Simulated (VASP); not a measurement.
# BN in VASP: notebook, part 2 of 3

VASP 6.6.1. Earlier steps stand in the parts before.

## Step 3: Single point, r2SCAN (strain +0.015 along x and y, +0.015 along z)

POSCAR reads:

```
BN
1.0
    0.0000000000      1.8401960150      1.8401960150
    1.8401960150      0.0000000000      1.8401960150
    1.8401960150      1.8401960150      0.0000000000
B N
1 1
Direct
    0.0000000000      0.0000000000      0.0000000000
    0.7500000000      0.7500000000      0.7500000000
```

INCAR.step1 reads:

```
SYSTEM = BN
ALGO = Normal
EDIFF = 1E-4
ENCUT = 520
GGA = PE
ISMEAR = 0
LASPH = .TRUE.
LCHARG = .FALSE.
LREAL = .FALSE.
LWAVE = .TRUE.
NBANDS = 11
NELM = 100
PREC = Accurate
SIGMA = 0.05
```

INCAR.step2 reads:

```
SYSTEM = BN
ALGO = Normal
EDIFF = 1E-6
ENCUT = 520
ISIF = 2
ISMEAR = 0
ISTART = 1
LASPH = .TRUE.
LCHARG = .TRUE.
LELF = .TRUE.
LMIXTAU = .TRUE.
LREAL = .FALSE.
LVHAR = .TRUE.
LWAVE = .FALSE.
METAGGA = R2SCAN
NBANDS = 11
NELM = 100
PREC = Accurate
SIGMA = 0.05
```

KPOINTS reads:

```
k-points
0
G
  12 12 12
  0 0 0
```

Potentials or basis: VASP PAW PBE potentials, release 64 (B, N).

Launch:

```bash
$ cat potpaw_PBE.64/B/POTCAR potpaw_PBE.64/N/POTCAR > POTCAR
$ cp INCAR.step1 INCAR
$ mpirun -np 1 vasp_std > vasp.out
$ cp INCAR.step2 INCAR
$ mpirun -np 1 vasp_std > vasp.out
```

OUTCAR:

```text
SYSTEM = BN
   EDIFF = 1E-6
   ENCUT = 520
   ISIF = 2
   ISMEAR = 0
   ISTART = 1
   LASPH = .TRUE.
   LREAL = .FALSE.
   METAGGA = R2SCAN
   NELM = 100
   PREC = Accurate

 ion  position               nearest neighbor table
   1  0.000  0.000  0.000-   2 1.59   2 1.59   2 1.59   2 1.59
   2  0.750  0.750  0.750-   1 1.59   1 1.59   1 1.59   1 1.59

  LATTYP: Found a face centered cubic cell.
 ALAT       =     3.6803920300

  Lattice vectors:

 A1 = (   0.0000000000,   1.8401960150,   1.8401960150)
 A2 = (   1.8401960150,   0.0000000000,   1.8401960150)
 A3 = (   1.8401960150,   1.8401960150,   0.0000000000)

Analysis of symmetry for initial positions (statically):
=====================================================================
 Subroutine PRICEL returns:
 Original cell was already a primitive cell.

 Routine SETGRP: Setting up the symmetry group for a
 face centered cubic supercell.

 Subroutine GETGRP returns: Found 24 space group operations
 (whereof 24 operations were pure point group operations)
 out of a pool of 48 trial point group operations.

The static configuration has the point symmetry T_d .

Analysis of symmetry for dynamics (positions and initial velocities):
=====================================================================
 Subroutine PRICEL returns:
 Original cell was already a primitive cell.

 Routine SETGRP: Setting up the symmetry group for a
 face centered cubic supercell.

 Subroutine GETGRP returns: Found 24 space group operations
 (whereof 24 operations were pure point group operations)
 out of a pool of 48 trial point group operations.

The dynamic configuration has the point symmetry T_d .

 Subroutine INISYM returns: Found 24 space group operations
 (whereof 24 operations are pure point group operations),
 and found     1 'primitive' translations

----------------------------------------------------------------------------------------

                                     Primitive cell

  volume of cell :      12.4630

  direct lattice vectors                    reciprocal lattice vectors
     0.000000000  1.840196015  1.840196015    -0.271710185  0.271710185  0.271710185
     1.840196015  0.000000000  1.840196015     0.271710185 -0.271710185  0.271710185
     1.840196015  1.840196015  0.000000000     0.271710185  0.271710185 -0.271710185

  length of vectors
     2.602430162  2.602430162  2.602430162     0.470615846  0.470615846  0.470615846

  position of ions in fractional coordinates (direct lattice)
     0.000000000  0.000000000  0.000000000
     0.750000000  0.750000000  0.750000000

  ion indices of the primitive-cell ions
   primitive index   ion index
                 1           1
                 2           2

----------------------------------------------------------------------------------------

 KPOINTS: k-points

Automatic generation of k-mesh.
 Grid dimensions read from file:
 generate k-points for:   12   12   12

 Generating k-lattice:

  Cartesian coordinates                     Fractional coordinates (reciprocal lattice)
    -0.022642515  0.022642515  0.022642515     0.083333333  0.000000000  0.000000000
     0.022642515 -0.022642515  0.022642515     0.000000000  0.083333333  0.000000000
     0.022642515  0.022642515 -0.022642515     0.000000000  0.000000000  0.083333333

  Length of vectors
     0.039217987  0.039217987  0.039217987

  Shift w.r.t. Gamma in fractional coordinates (k-lattice)
     0.000000000  0.000000000  0.000000000

 Subroutine IBZKPT returns following result:
 ===========================================

 Found     72 irreducible k-points:

 Following reciprocal coordinates:
            Coordinates               Weight
  0.000000  0.000000  0.000000      1.000000
  0.083333  0.000000  0.000000      8.000000
  0.166667  0.000000  0.000000      8.000000
  0.250000  0.000000  0.000000      8.000000
  0.333333  0.000000  0.000000      8.000000
  0.416667  0.000000  0.000000      8.000000
[... 16 lines left out ...]
  0.500000  0.166667  0.000000     24.000000
 -0.416667  0.166667  0.000000     24.000000
 [... further k-points ...]
   k-points           NKPTS =     72   k-points in BZ     NKDIM =     72   number of bands    NBANDS=     11
   number of dos      NEDOS =    301   number of ions     NIONS =      2
   total plane-waves  NPLWV =   8000
   dimension x,y,z NGX =    20 NGY =   20 NGZ =   20
   dimension x,y,z NGXF=    40 NGYF=   40 NGZF=   40
   ions per type =               1   1
   NGX,Y,Z   is equivalent  to a cutoff of  12.78, 12.78, 12.78 a.u.
   NGXF,Y,Z  is equivalent  to a cutoff of  25.55, 25.55, 25.55 a.u.
 SYSTEM =  BN
   PREC   = accura    normal or accurate (medium, high low for compatibility)
   ISTART =      1    job   : 0-new  1-cont  2-samecut
   ICHARG =      0    charge: 1-file 2-atom 10-const
   ISPIN  =      1    spin polarized calculation?
   LNONCOLLINEAR =      F non collinear calculations
   LSORBIT =      F    spin-orbit coupling
   LASPH  =      T    aspherical Exc in radial PAW
   ENCUT  =  520.0 eV  38.22 Ry    6.18 a.u.   4.84  4.84  4.84*2*pi/ulx,y,z
   NELM   =    100;   NELMIN=  2; NELMDL=  0     # of ELM steps
   EDIFF  = 0.1E-05   stopping-criterion for ELM
   LREAL  =      F    real-space projection
   EDIFFG = 0.1E-04   stopping-criterion for IOM
   NSW    =      0    number of steps for IOM
   IBRION =     -1    ionic relax: 0-MD 1-quasi-New 2-CG
   NFREE  =      0    steps in history (QN), initial steepest desc. (CG)
   ISIF   =      2    stress and relaxation
   ISYM   =      2    0-nonsym 1-usesym 2-fastsym
   POTIM  = 0.5000    time-step for ionic-motion
   TEBEG  =    0.0;   TEEND  =   0.0 temperature during run
   PSTRESS=    0.0 pullay stress
   NELECT =       8.0000    total number of electrons
   NUPDOWN=      -1.0000    fix difference up-down
   EMIN   =  10.00;   EMAX   =-10.00  energy-range for DOS
   EFERMI =   0.00;   METHOD = LEGACY
   ISMEAR =     0;   SIGMA  =   0.05  broadening in eV -4-tet -1-fermi 0-gaus
   EFERMI_NEDOS =   21; number of points for ismear=-14 and -15
   IALGO  =     38    algorithm
   IMIX   =      4    mixing-type and parameters
     AMIX     =   0.40;   BMIX     =  1.00
     AMIX_MAG =   1.60;   BMIX_MAG =  1.00
  volume/ion in A,a.u.               =       6.23        42.05
  Fermi-wavevector in a.u.,A,eV,Ry     =   1.412204  2.668678 27.134369  1.994320
  Thomas-Fermi vector in A             =   2.533977
   LORBIT       =      0    0 simple, 1 ext, 2 COOP (PROOUT), +10 PAW based schemes
   METAGGA = R2SCAN    functional components
   LHFCALC =     F    Hartree Fock is set to
   AEXX    =    0.0000 exact exchange contribution
   IVDW    =     0    specifies the selected vdW correction
   LEPSILON=     F    determine dielectric tensor
   LRPA    =     F    only Hartree local field effects (RPA)
 non-spin polarized calculation
 Gauss-broadening in eV      SIGMA  =   0.05
  energy-cutoff  :      520.00
  volume of cell :       12.46
 maximum number of plane-waves:       347
   NGX =  9   NGY =  9   NGZ =  9

 number of electron       8.0000001 magnetization

 Free energy of the ion-electron system (eV)
  ---------------------------------------------------
  ext. energy  EPLUGINS =         0.00000000
  ---------------------------------------------------
  free energy    TOTEN  =       -19.13062298 eV

  energy without entropy =      -19.13062298  energy(sigma->0) =      -19.13062298

 E-fermi :   6.8305     XC(G=0): -13.3635

 val. band max:        6.5954268517   @ k =   0.0000   0.0000   0.0000
 cond. band min:      11.5026020725   @ k =   0.5000   0.5000   0.0000
 fundamental gap:      4.9071752207
 Fermi energy:         6.8304629634

 k-point     1 :       0.0000    0.0000    0.0000
  band No.  band energies     occupation
      1     -14.0851      2.00000
      2       6.5954      2.00000
      3       6.5954      2.00000
      4       6.5954      2.00000
      5      15.8578      0.00000
      6      15.8578      0.00000
      7      15.8578      0.00000
      8      16.7469      0.00000
      9      31.6814      0.00000
     10      34.6833      0.00000
     11      34.6833      0.00000
[... 309 lines left out ...]
 k-point    24 :      -0.4167    0.1667    0.0000
  band No.  band energies     occupation
      1      -9.6874      2.00000
      2      -3.3137      2.00000
      3       2.4788      2.00000
      4       4.0702      2.00000
      5      16.2967      0.00000
      6      18.9304      0.00000
      7      19.2888      0.00000
      8      22.6900      0.00000
      9      28.2608      0.00000
     10      32.4844      0.00000
     11      33.7273      0.00000

 [... further k-points ...]

------------------------ aborting loop because EDIFF is reached ----------------------------------------

  FORCE on cell =-STRESS in cart. coord.  units (eV):
  Direction    XX          YY          ZZ          XY          YZ          ZX
  --------------------------------------------------------------------------------------
  -------------------------------------------------------------------------------------
  Total       -1.5237218     -1.5237218     -1.5237218      0.0000000      0.0000000     -0.0000000
  in kB     -195.8817629   -195.8817629   -195.8817629      0.0000000      0.0000000     -0.0000000
  external PRESSURE =    -195.8817629 kB  Pullay stress =       0.0000000 kB

 VOLUME and BASIS-vectors are now :
 -----------------------------------------------------------------------------
  energy-cutoff  :      520.00
  volume of cell :       12.46
      direct lattice vectors                 reciprocal lattice vectors
     0.000000000  1.840196015  1.840196015    -0.271710185  0.271710185  0.271710185
     1.840196015  0.000000000  1.840196015     0.271710185 -0.271710185  0.271710185
     1.840196015  1.840196015  0.000000000     0.271710185  0.271710185 -0.271710185

 POSITION                                       TOTAL-FORCE (eV/Angst)
 -----------------------------------------------------------------------------------
      0.00000      0.00000      0.00000        -0.000000     -0.000000     -0.000000
      2.76029      2.76029      2.76029         0.000000      0.000000      0.000000
 -----------------------------------------------------------------------------------
    total drift:                               -0.000000     -0.000000     -0.000000

  FREE ENERGIE OF THE ION-ELECTRON SYSTEM (eV)
  ---------------------------------------------------
  free  energy   TOTEN  =       -19.1306229837 eV

  energy  without entropy=      -19.1306229837  energy(sigma->0) =      -19.13062298
```

Run time: 72 s. Hardware: 1 thread of AMD EPYC, shared host; peak memory 0.09 GiB.

Results:

```yaml
Free_energy: -19.1306 eV
Pressure: -19.6 GPa
Band_gap_on_the_k_mesh: 4.91 eV, indirect (least direct gap 9.26 eV)
```

Caveat: the cell differs from its parent crystal (strain +0.015 along x and y, +0.015 along z); the PAW data sets were made with another functional, which shifts forces and pressure a little. A k mesh can miss the band edges.

## Step 4: Single point, r2SCAN (strain +0.030 along x and y, +0.030 along z)

POSCAR reads:

```
BN
1.0
    0.0000000000      1.8673910300      1.8673910300
    1.8673910300      0.0000000000      1.8673910300
    1.8673910300      1.8673910300      0.0000000000
B N
1 1
Direct
    0.0000000000      0.0000000000      0.0000000000
    0.7500000000      0.7500000000      0.7500000000
```

INCAR.step1 reads:

```
ALGO = Normal
EDIFF = 1E-4
ENCUT = 520
GGA = PE
ISMEAR = 0
LASPH = T
LCHARG = F
LREAL = F
LWAVE = T
NBANDS = 11
NELM = 80
PREC = Accurate
SIGMA = 0.05
```

INCAR.step2 reads:

```
ALGO = Normal
EDIFF = 1E-6
ENCUT = 520
ISIF = 2
ISMEAR = 0
ISTART = 1
LASPH = T
LCHARG = F
LMIXTAU = T
LREAL = F
LWAVE = F
METAGGA = R2SCAN
NBANDS = 11
NELM = 80
PREC = Accurate
SIGMA = 0.05
```

KPOINTS reads:

```
k-points
0
Gamma
  12 12 12
```

Potentials or basis: VASP PAW PBE potentials, release 64 (B, N).

Launch:

```bash
$ cat potpaw_PBE.64/B/POTCAR potpaw_PBE.64/N/POTCAR > POTCAR
$ cp INCAR.step1 INCAR
$ mpirun -np 1 vasp_std > vasp.out
$ cp INCAR.step2 INCAR
$ mpirun -np 1 vasp_std > vasp.out
```

OUTCAR:

```text
EDIFF = 1E-6
   ENCUT = 520
   ISIF = 2
   ISMEAR = 0
   ISTART = 1
   LASPH = T
   LREAL = F
   METAGGA = R2SCAN
   NELM = 80
   PREC = Accurate

 ion  position               nearest neighbor table
   1  0.000  0.000  0.000-   2 1.62   2 1.62   2 1.62   2 1.62
   2  0.750  0.750  0.750-   1 1.62   1 1.62   1 1.62   1 1.62

  LATTYP: Found a face centered cubic cell.
 ALAT       =     3.7347820600

  Lattice vectors:

 A1 = (   0.0000000000,   1.8673910300,   1.8673910300)
 A2 = (   1.8673910300,   0.0000000000,   1.8673910300)
 A3 = (   1.8673910300,   1.8673910300,   0.0000000000)

Analysis of symmetry for initial positions (statically):
=====================================================================
 Subroutine PRICEL returns:
 Original cell was already a primitive cell.

 Routine SETGRP: Setting up the symmetry group for a
 face centered cubic supercell.

 Subroutine GETGRP returns: Found 24 space group operations
 (whereof 24 operations were pure point group operations)
 out of a pool of 48 trial point group operations.

The static configuration has the point symmetry T_d .

[... 171 lines left out ...]
      3       6.0865      2.00000
      4       6.0865      2.00000
      5      15.1337      0.00000
      6      15.1337      0.00000
      7      15.1337      0.00000
      8      15.5149      0.00000
      9      30.3411      0.00000
     10      33.6517      0.00000
     11      33.6517      0.00000
[... 309 lines left out ...]
 k-point    24 :      -0.4167    0.1667    0.0000
  band No.  band energies     occupation
      1      -9.9341      2.00000
      2      -3.4631      2.00000
      3       2.1135      2.00000
      4       3.6706      2.00000
      5      15.5231      0.00000
      6      17.8955      0.00000
      7      18.4439      0.00000
      8      21.6046      0.00000
      9      27.2093      0.00000
     10      31.4331      0.00000
     11      32.3502      0.00000

 [... further k-points ...]

------------------------ aborting loop because EDIFF is reached ----------------------------------------

  FORCE on cell =-STRESS in cart. coord.  units (eV):
  Direction    XX          YY          ZZ          XY          YZ          ZX
  --------------------------------------------------------------------------------------
  -------------------------------------------------------------------------------------
  Total       -2.6369239     -2.6369239     -2.6369239      0.0000000      0.0000000     -0.0000000
  in kB     -324.3936805   -324.3936805   -324.3936805      0.0000000      0.0000000     -0.0000000
  external PRESSURE =    -324.3936805 kB  Pullay stress =       0.0000000 kB

 VOLUME and BASIS-vectors are now :
 -----------------------------------------------------------------------------
  energy-cutoff  :      520.00
  volume of cell :       13.02
      direct lattice vectors                 reciprocal lattice vectors
     0.000000000  1.867391030  1.867391030    -0.267753241  0.267753241  0.267753241
     1.867391030  0.000000000  1.867391030     0.267753241 -0.267753241  0.267753241
     1.867391030  1.867391030  0.000000000     0.267753241  0.267753241 -0.267753241

 POSITION                                       TOTAL-FORCE (eV/Angst)
 -----------------------------------------------------------------------------------
      0.00000      0.00000      0.00000         0.000000      0.000000      0.000000
      2.80109      2.80109      2.80109        -0.000000     -0.000000     -0.000000
 -----------------------------------------------------------------------------------
    total drift:                                0.000000      0.000000     -0.000000

  FREE ENERGIE OF THE ION-ELECTRON SYSTEM (eV)
  ---------------------------------------------------
  free  energy   TOTEN  =       -19.0400932825 eV

  energy  without entropy=      -19.0400932825  energy(sigma->0) =      -19.04009328
```

It took 76 s on 1 thread of AMD EPYC, shared host; peak memory 0.09 GiB.

Results:

```yaml
Free_energy: -19.0401 eV
Pressure: -32.4 GPa
Band_gap_on_the_k_mesh: 4.85 eV, indirect (least direct gap 9.05 eV)
```

Caveat: the cell differs from its parent crystal (strain +0.030 along x and y, +0.030 along z); the PAW data sets were made with another functional, which shifts forces and pressure a little.

(Part 2 of 3 ends here.)
